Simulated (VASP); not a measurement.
Here is a VASP 6.6.1 calculation.

The input INCAR:

```
SYSTEM = MgI2
PREC = Accurate
ENCUT = 520
EDIFF = 1E-6
ISMEAR = 0
SIGMA = 0.05
LREAL = .FALSE.
LASPH = .TRUE.
NELM = 60
ALGO = Normal
ISIF = 2
LWAVE = .FALSE.
LCHARG = .TRUE.
LELF = .TRUE.
LVHAR = .TRUE.
NBANDS = 15
```

Contents of KPOINTS:

```
regular mesh
0
G
  6 6 4
  0 0 0
```

File POSCAR:

```
MgI2
1.0
    4.0036596225      0.0000000000      0.0000000000
   -2.0018298112      3.4672709412      0.0000000000
    0.0000000000      0.0000000000      6.5674753639
Mg I
1 2
Direct
    0.0000000000      0.0000000000      0.0000000000
    0.3333333333      0.6666666667      0.7448732377
    0.6666666667      0.3333333333      0.2551267623
```

Potentials or basis: VASP PAW LDA potentials, release 64 (Mg, I).

Command:

```sh
$ cat potpaw_LDA.64/Mg/POTCAR potpaw_LDA.64/I/POTCAR > POTCAR
$ mpirun -np 1 vasp_std > vasp.out
```

(1) Predict the band gap on the k mesh.

(2) Estimate the largest force.

(3) Predict the pressure.

Results:

(1) 3.31 eV, indirect (least direct gap 3.75 eV).

(2) 0.044 eV/Å.

(3) 1.2 GPa.

Caveat: spin-orbit coupling is left out, which moves the levels of the heavy elements.
